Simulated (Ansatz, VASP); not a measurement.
One calculation of LiH, two programs

```
CELL_PARAMETERS angstrom
1.98957 -1.98957 0.00000
1.98957 0.00000 -1.98957
8.35620 7.56037 7.95829
ATOMIC_POSITIONS crystal
Li 0.90833 0.00000 0.45835
Li 0.27500 0.33333 0.29168
Li 0.54166 0.66667 0.62502
Li 0.80833 0.00000 0.95835
Li 0.17500 0.33333 0.79168
Li 0.64166 0.66667 0.12502
H 0.59166 0.66667 0.37502
H 0.95833 0.00000 0.20835
H 0.22500 0.33333 0.54168
H 0.49166 0.66667 0.87502
H 0.85833 0.00000 0.70835
H 0.32500 0.33333 0.04168
```

Alike in both runs: task single point; functional PBEsol; k mesh 9 × 9 × 2; occupations gaussian, width 0.05 eV; no spin polarisation.

```csv
,VASP,Ansatz
version,VASP 6.6.1,Ansatz 0.2.0
potentials or method,"VASP PAW PBE potentials, release 64 (Li_sv, H), cutoff 520 eV","scalar-relativistic, plane waves, PAW"
valence electrons in the cell,24,24
```

VASP gave:

```
gap on the k mesh at the Fermi level (eV) : 2.71
least direct gap on the mesh (eV)         : 2.92
rms of the force components (eV/Å)        : 0.187
```

Q: Which values does Ansatz return?

A: gap on the k mesh at the Fermi level (eV): 2.71; least direct gap on the mesh (eV): 2.92; rms of the force components (eV/Å): 0.183.

VASP's potentials were made for PBE, not for PBEsol. Atom by atom the forces differ by 0.004 eV/Å (rms over components).

Noted on VASP's run: the cutoff is under 1.25 times that of the potentials, so the pressure is a little rough.
